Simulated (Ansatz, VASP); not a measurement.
## Two plane-wave programs on MoS2

```xyz
6
Lattice="3.1851 0.0000 0.0000 -1.5925 2.7584 0.0000 0.5923 0.0000 14.8080" Properties=species:S:1:pos:R:3 pbc="T T T"
Mo    1.7406    0.9202    3.7020
Mo    0.4442    1.8381   11.1060
S     2.0365    0.9187    9.5434
S     0.1483    1.8396    5.2646
S     2.0370    0.9187   12.6686
S     0.1478    1.8396    2.1394
```

Change from the starting cell: shear of c along a, cell held, atoms relaxed: +4.0 %.

Alike in both runs: functional PBE; k mesh 12 × 12 × 2; occupations gaussian, width 0.02 eV; no spin polarisation.

Ansatz relaxed the structure, and its values are those at the end. VASP's run is a single point on that final structure, the one shown.

```csv
,VASP,Ansatz
version,VASP 6.6.1,Ansatz 0.2.0
potentials or method,"VASP PAW PBE potentials, release 64 (Mo_sv, S), cutoff 520 eV","scalar-relativistic, plane waves, PAW"
valence electrons in the cell,52,52
```

|  | VASP | Ansatz | Ansatz less VASP |
| --- | --- | --- | --- |
| gap on the k mesh at the Fermi level (eV) | 1.46 | 1.45 | -0.013 |
| least direct gap on the mesh (eV) | 1.67 | 1.66 | -0.004 |
| pressure (GPa) | -0.1 | 0.0 | +0.10 |
| rms of the force components (eV/Å) | 0.005 | 0.001 | -0.0044 |

With one functional, cell and mesh, what is left measures potentials, basis and numerics. Ansatz's warnings: stress scf threshold loose.
